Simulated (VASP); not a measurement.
## B: relaxation of cell and atoms with BLYP

B:

```
B
1.0
     0.00000    2.06831    2.06831
     2.06831    0.00000    2.06831
     2.06831    2.06831    0.00000
B
2
Direct
  0.12500 0.12500 0.12500
  0.87500 0.87500 0.87500
```

```
Program                : VASP 6.6.1
Task                   : relaxation of cell and atoms
Functional             : BLYP
Potentials or basis    : VASP PAW PBE potentials, release 64 (B)
Cutoff                 : 600 eV
k mesh                 : 13 × 13 × 13
Occupations            : fermi-dirac, width 0.1 eV
Spin                   : no spin polarisation
Dipole correction      : no
Further INCAR settings : ALGO = Normal; EDIFF = 1e-06; IBRION = 2; EDIFFG = -0.01; NSW = 80; ISIF = 3
```

```
Relaxed volume                         : 8.54 Å³/atom
Relaxed cell                           : a = 2.891 Å, b = 2.891 Å, c = 2.891 Å, α = 60.00°, β = 60.00°, γ = 60.00°
Space group after relaxing (to 0.05 Å) : Fd-3m (No. 227)
Energy gained by relaxing              : 5.3 meV/atom
Ionic steps                            : 3
Pressure after relaxing                : 0.0 GPa
Band gap on the k mesh                 : zero (band 3 reaches 7.74 eV, above the bottom of band 4 at 1.54 eV)
```

The path:
```tsv
step	energy change (eV)	largest force (eV/Å)	pressure (GPa)	volume (Å³)
1	0.0000	0.0000	-5.44	17.70
2	-0.0100	0.0000	1.45	16.94
3	-0.0107	0.0000	0.00	17.08
```

Final structure:
```
CELL_PARAMETERS angstrom
0.00000 2.04417 2.04417
2.04417 0.00000 2.04417
2.04417 2.04417 0.00000
ATOMIC_POSITIONS crystal
B 0.12500 0.12500 0.12500
B 0.87500 0.87500 0.87500
```

Levels at points of the mesh, in eV from the Fermi level:
```tsv
k point	band 1	band 2	band 3	band 4	band 5	band 6	band 7
(0.00, 0.00, 0.00)	-12.50	3.82	3.82	3.82	8.09	8.09	8.09
```

Run time: 27 s on 1 thread of Intel(R) Xeon(R) Platinum 8259CL CPU @ 2.50GHz (Skylake/Cascade Lake) (shared host), peak memory 0.13 GiB.

Caveat: the PAW data sets were made with another functional, which shifts forces and pressure a little.
